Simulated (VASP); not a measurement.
# ZnS (F-43m) in VASP: further runs, part 2 of 2

VASP 6.6.1.

## Step 3: Single point, PBEsol (19.75 Å³/atom)

This run uses another cell than the first one, of 19.75 Å³/atom.

File INCAR:

```
SYSTEM = ZnS
PREC = Accurate
ENCUT = 500
EDIFF = 1E-6
ISMEAR = 0
SIGMA = 0.05
LREAL = .FALSE.
LASPH = .TRUE.
NELM = 120
ALGO = Normal
ISIF = 2
LWAVE = .FALSE.
LCHARG = .FALSE.
GGA = PS
NBANDS = 16
GGA_COMPAT = .FALSE.
```

File KPOINTS:

```
Automatic mesh
0
G
  10 10 10
  0 0 0
```

File POSCAR:

```
ZnS
1.0
    0.0000000000      2.7030761450      2.7030761450
    2.7030761450      0.0000000000      2.7030761450
    2.7030761450      2.7030761450      0.0000000000
Zn S
1 1
Direct
    0.0000000000      0.0000000000      0.0000000000
    0.7500000000      0.7500000000      0.7500000000
```

Potentials or basis: VASP PAW PBE potentials, release 64 (Zn, S).

On the command line:

```console
cat potpaw_PBE.64/Zn/POTCAR potpaw_PBE.64/S/POTCAR > POTCAR
mpirun -np 1 vasp_std > vasp.out
```

OUTCAR:

```text
SYSTEM = ZnS
   PREC = Accurate
   ENCUT = 500
   EDIFF = 1E-6
   ISMEAR = 0
   LREAL = .FALSE.
   LASPH = .TRUE.
   NELM = 120
   ISIF = 2
   GGA = PS

 ion  position               nearest neighbor table
   1  0.000  0.000  0.000-   2 2.34   2 2.34   2 2.34   2 2.34
   2  0.750  0.750  0.750-   1 2.34   1 2.34   1 2.34   1 2.34

  LATTYP: Found a face centered cubic cell.
 ALAT       =     5.4061522900

  Lattice vectors:

 A1 = (   0.0000000000,   2.7030761450,   2.7030761450)
 A2 = (   2.7030761450,   0.0000000000,   2.7030761450)
 A3 = (   2.7030761450,   2.7030761450,   0.0000000000)

Analysis of symmetry for initial positions (statically):
=====================================================================
 Subroutine PRICEL returns:
 Original cell was already a primitive cell.

 Routine SETGRP: Setting up the symmetry group for a
 face centered cubic supercell.

 Subroutine GETGRP returns: Found 24 space group operations
 (whereof 24 operations were pure point group operations)
 out of a pool of 48 trial point group operations.

The static configuration has the point symmetry T_d .

Analysis of symmetry for dynamics (positions and initial velocities):
=====================================================================
 Subroutine PRICEL returns:
 Original cell was already a primitive cell.

 Routine SETGRP: Setting up the symmetry group for a
 face centered cubic supercell.

 Subroutine GETGRP returns: Found 24 space group operations
 (whereof 24 operations were pure point group operations)
 out of a pool of 48 trial point group operations.

The dynamic configuration has the point symmetry T_d .

 Subroutine INISYM returns: Found 24 space group operations
 (whereof 24 operations are pure point group operations),
 and found     1 'primitive' translations
[... 103 lines left out ...]
   POTIM  = 0.5000    time-step for ionic-motion
   TEBEG  =    0.0;   TEEND  =   0.0 temperature during run
   PSTRESS=    0.0 pullay stress
   NELECT =      18.0000    total number of electrons
   NUPDOWN=      -1.0000    fix difference up-down
   EMIN   =  10.00;   EMAX   =-10.00  energy-range for DOS
   EFERMI =   0.00;   METHOD = LEGACY
   ISMEAR =     0;   SIGMA  =   0.05  broadening in eV -4-tet -1-fermi 0-gaus
   EFERMI_NEDOS =   21; number of points for ismear=-14 and -15
   IALGO  =     38    algorithm
   IMIX   =      4    mixing-type and parameters
     AMIX     =   0.40;   BMIX     =  1.00
     AMIX_MAG =   1.60;   BMIX_MAG =  1.00
  volume/ion in A,a.u.               =      19.75       133.28
  Fermi-wavevector in a.u.,A,eV,Ry     =   1.259788  2.380654 21.593333  1.587065
  Thomas-Fermi vector in A             =   2.393330
   LORBIT       =      0    0 simple, 1 ext, 2 COOP (PROOUT), +10 PAW based schemes
   GGA     = PS    functional components
   LHFCALC =     F    Hartree Fock is set to
   AEXX    =    0.0000 exact exchange contribution
   IVDW    =     0    specifies the selected vdW correction
   LEPSILON=     F    determine dielectric tensor
   LRPA    =     F    only Hartree local field effects (RPA)
 non-spin polarized calculation
 Gauss-broadening in eV      SIGMA  =   0.05
  energy-cutoff  :      500.00
  volume of cell :       39.50
 maximum number of plane-waves:      1014
   NGX = 13   NGY = 13   NGZ = 13

 number of electron      17.9999999 magnetization

 Free energy of the ion-electron system (eV)
  ---------------------------------------------------
  ext. energy  EPLUGINS =         0.00000000
  ---------------------------------------------------
  free energy    TOTEN  =        -7.58310930 eV

  energy without entropy =       -7.58310930  energy(sigma->0) =       -7.58310930

 E-fermi :   2.2564     XC(G=0):  -9.8444

 val. band max:        2.0018855510   @ k =   0.0000   0.0000   0.0000
 cond. band min:       3.9743785922   @ k =   0.0000   0.0000   0.0000
 fundamental gap:      1.9724930411
 Fermi energy:         2.2564193919

 k-point     1 :       0.0000    0.0000    0.0000
  band No.  band energies     occupation
      1     -11.1448      2.00000
      2      -4.3644      2.00000
      3      -4.3644      2.00000
      4      -4.3644      2.00000
      5      -3.8666      2.00000
      6      -3.8666      2.00000
[... 433 lines left out ...]
      3      -4.1192      2.00000
      4      -4.1107      2.00000
      5      -3.8439      2.00000
      6      -3.8093      2.00000
[... 8 lines left out ...]
     15      15.3692      0.00000
     16      17.7485      0.00000

 [... further k-points ...]
[... 5 lines left out ...]
  --------------------------------------------------------------------------------------
  -------------------------------------------------------------------------------------
  Total       -0.4639573     -0.4639573     -0.4639573      0.0000000     -0.0000000      0.0000000
  in kB      -18.8184446    -18.8184446    -18.8184446      0.0000000     -0.0000000      0.0000000
  external PRESSURE =     -18.8184446 kB  Pullay stress =       0.0000000 kB

 VOLUME and BASIS-vectors are now :
 -----------------------------------------------------------------------------
  energy-cutoff  :      500.00
  volume of cell :       39.50
      direct lattice vectors                 reciprocal lattice vectors
     0.000000000  2.703076145  2.703076145    -0.184974441  0.184974441  0.184974441
     2.703076145  0.000000000  2.703076145     0.184974441 -0.184974441  0.184974441
     2.703076145  2.703076145  0.000000000     0.184974441  0.184974441 -0.184974441

 POSITION                                       TOTAL-FORCE (eV/Angst)
 -----------------------------------------------------------------------------------
      0.00000      0.00000      0.00000         0.000000      0.000000      0.000000
      4.05461      4.05461      4.05461        -0.000000     -0.000000     -0.000000
 -----------------------------------------------------------------------------------
    total drift:                               -0.000001     -0.000001     -0.000001

  FREE ENERGIE OF THE ION-ELECTRON SYSTEM (eV)
  ---------------------------------------------------
  free  energy   TOTEN  =        -7.5831093027 eV

  energy  without entropy=       -7.5831093027  energy(sigma->0) =       -7.58310930
```

It took 42 s on 1 thread of Intel Xeon 8259CL, shared host; peak memory 0.17 GiB.

What came out:

```
Free energy            : -7.5831 eV
Pressure               : -1.9 GPa
Band gap on the k mesh : 1.97 eV
```

Levels at points of the mesh, in eV from the valence-band top:
| k point | band 5 | band 6 | band 7 | band 8 | band 9 | band 10 | band 11 | band 12 | band 13 | band 14 |
| --- | --- | --- | --- | --- | --- | --- | --- | --- | --- | --- |
| (0.00, 0.00, 0.00) | -5.87 | -5.87 | 0.00 | 0.00 | 0.00 | 1.97 | 6.31 | 6.31 | 6.31 | 11.63 |
| (0.50, 0.00, 0.00) | -5.84 | -5.67 | -5.36 | -0.88 | -0.88 | 3.19 | 6.83 | 6.83 | 8.69 | 11.95 |
| (0.50, 0.50, 0.00) | -5.79 | -5.65 | -4.60 | -2.25 | -2.25 | 3.24 | 3.97 | 10.82 | 11.87 | 11.87 |

Caveat: the PAW data sets were made with another functional, which shifts forces and pressure a little. Expect the measured gap to be larger: semilocal functionals such as PBEsol lack the derivative discontinuity.

## Step 4: Single point, PBEsol

This run uses another cell than the first one, of 20.25 Å³/atom.

File INCAR:

```
PREC = Accurate
ENCUT = 500
EDIFF = 1E-6
ISMEAR = 0
SIGMA = 0.05
LREAL = False
LASPH = True
NELM = 120
ALGO = Normal
ISIF = 2
LWAVE = False
LCHARG = True
GGA = PS
LELF = True
LVHAR = True
NBANDS = 16
GGA_COMPAT = False
```

File KPOINTS:

```
Automatic mesh
0
Gamma
  10 10 10
```

File POSCAR:

```
ZnS
1.0
    0.0000000000      2.7256520950      2.7256520950
    2.7256520950      0.0000000000      2.7256520950
    2.7256520950      2.7256520950      0.0000000000
Zn S
1 1
Direct
    0.0000000000      0.0000000000      0.0000000000
    0.7500000000      0.7500000000      0.7500000000
```

Potentials or basis: VASP PAW PBE potentials, release 64 (Zn, S).

On the command line:

```console
cat potpaw_PBE.64/Zn/POTCAR potpaw_PBE.64/S/POTCAR > POTCAR
mpirun -np 1 vasp_std > vasp.out
```

OUTCAR:

```text
PREC = Accurate
   ENCUT = 500
   EDIFF = 1E-6
   ISMEAR = 0
   LREAL = False
   LASPH = True
   NELM = 120
   ISIF = 2
   GGA = PS

 ion  position               nearest neighbor table
   1  0.000  0.000  0.000-   2 2.36   2 2.36   2 2.36   2 2.36
   2  0.750  0.750  0.750-   1 2.36   1 2.36   1 2.36   1 2.36

  LATTYP: Found a face centered cubic cell.
 ALAT       =     5.4513041900

  Lattice vectors:

 A1 = (   0.0000000000,   2.7256520950,   2.7256520950)
 A2 = (   2.7256520950,   0.0000000000,   2.7256520950)
[... 625 lines left out ...]
      4      -4.2550      2.00000
      5      -4.0024      2.00000
      6      -3.9736      2.00000
[... 8 lines left out ...]
     15      15.0896      0.00000
     16      17.3450      0.00000

 [... further k-points ...]
[... 5 lines left out ...]
  --------------------------------------------------------------------------------------
  -------------------------------------------------------------------------------------
  Total       -0.8936788     -0.8936788     -0.8936788      0.0000000     -0.0000000      0.0000000
  in kB      -35.3549957    -35.3549957    -35.3549957      0.0000000     -0.0000000      0.0000000
  external PRESSURE =     -35.3549957 kB  Pullay stress =       0.0000000 kB

 VOLUME and BASIS-vectors are now :
 -----------------------------------------------------------------------------
  energy-cutoff  :      500.00
  volume of cell :       40.50
      direct lattice vectors                 reciprocal lattice vectors
     0.000000000  2.725652095  2.725652095    -0.183442341  0.183442341  0.183442341
     2.725652095  0.000000000  2.725652095     0.183442341 -0.183442341  0.183442341
     2.725652095  2.725652095  0.000000000     0.183442341  0.183442341 -0.183442341

 POSITION                                       TOTAL-FORCE (eV/Angst)
 -----------------------------------------------------------------------------------
      0.00000      0.00000      0.00000        -0.000000      0.000000     -0.000000
      4.08848      4.08848      4.08848         0.000000     -0.000000      0.000000
 -----------------------------------------------------------------------------------
    total drift:                               -0.000000     -0.000000     -0.000000

  FREE ENERGIE OF THE ION-ELECTRON SYSTEM (eV)
  ---------------------------------------------------
  free  energy   TOTEN  =        -7.5663563702 eV

  energy  without entropy=       -7.5663563702  energy(sigma->0) =       -7.56635637
```

OSZICAR:

```text
N       E                     dE             d eps       ncg     rms          rms(c)
DAV:   1     0.856516688402E+02    0.85652E+02   -0.87623E+03  1504   0.130E+03
DAV:   2    -0.239754521722E+01   -0.88049E+02   -0.82393E+02  1728   0.251E+02
DAV:   3    -0.791021291310E+01   -0.55127E+01   -0.54908E+01  1864   0.619E+01
DAV:   4    -0.796806542248E+01   -0.57853E-01   -0.57841E-01  1848   0.671E+00
DAV:   5    -0.796876395753E+01   -0.69854E-03   -0.69852E-03  1912   0.692E-01    0.633E+00
DAV:   6    -0.758850455821E+01    0.38026E+00   -0.77883E-01  2200   0.317E+01    0.503E+00
DAV:   7    -0.756975362884E+01    0.18751E-01   -0.22179E-01  1816   0.456E+00    0.242E+00
DAV:   8    -0.756642222758E+01    0.33314E-02   -0.46628E-03  2088   0.816E-01    0.565E-01
DAV:   9    -0.756627231548E+01    0.14991E-03   -0.91541E-04  1888   0.261E-01    0.997E-02
DAV:  10    -0.756636331854E+01   -0.91003E-04   -0.14912E-04  1864   0.947E-02    0.308E-02
DAV:  11    -0.756635610157E+01    0.72170E-05   -0.26119E-05  1808   0.499E-02    0.698E-03
DAV:  12    -0.756635637022E+01   -0.26865E-06   -0.24175E-06  1880   0.221E-02
   1 F= -.75663564E+01 E0= -.75663564E+01  d E =-.492519E-15
```

Wall time 45 s (1 thread of Intel Xeon 8259CL, shared host); peak memory 0.17 GiB.

What came out:

| Item | Value |
| --- | --- |
| Free energy | -7.5664 eV |
| Pressure | -3.5 GPa |
| Band gap on the k mesh | 1.87 eV |

Caveat: the cell stands under tension; the PAW data sets were made with another functional, which shifts forces and pressure a little.

## Step 5: The runs side by side

| cell | gap on the mesh (eV) | pressure (GPa) |
| --- | --- | --- |
| a = 3.788 Å, angles 60.0°, 2 atoms | 2.09 | 0.2 |
| a = 3.823 Å, angles 60.0°, 2 atoms | 1.97 | -1.9 |
| a = 3.855 Å, angles 60.0°, 2 atoms | 1.87 | -3.5 |

Alike in all rows: task single point; level PBEsol; potentials or basis VASP PAW PBE potentials, release 64 (Zn, S); no spin polarisation; k mesh 10 × 10 × 10; cutoff (eV) 500; smearing gaussian 0.05 eV.

Caveats: the PAW data sets were made with another functional, which shifts forces and pressure a little; the cell stands under tension (at least some runs).

Total energies depend on the potentials used, so only differences within one code and one set of settings carry meaning.

## Step 6: Against experiment

Step 2. Measured gap of ZnS: 3.85 eV (direct; 19 K; quoted in “Electronic, vibrational, and thermodynamic properties of ZnS (zincblende and rocksalt structure)”, 2009, arxiv:0911.5022). This calculation gives 2.09 eV (-1.76 eV). The value is that of PBEsol, without temperature or zero-point motion. Semilocal functionals fall short of measured gaps as a rule.
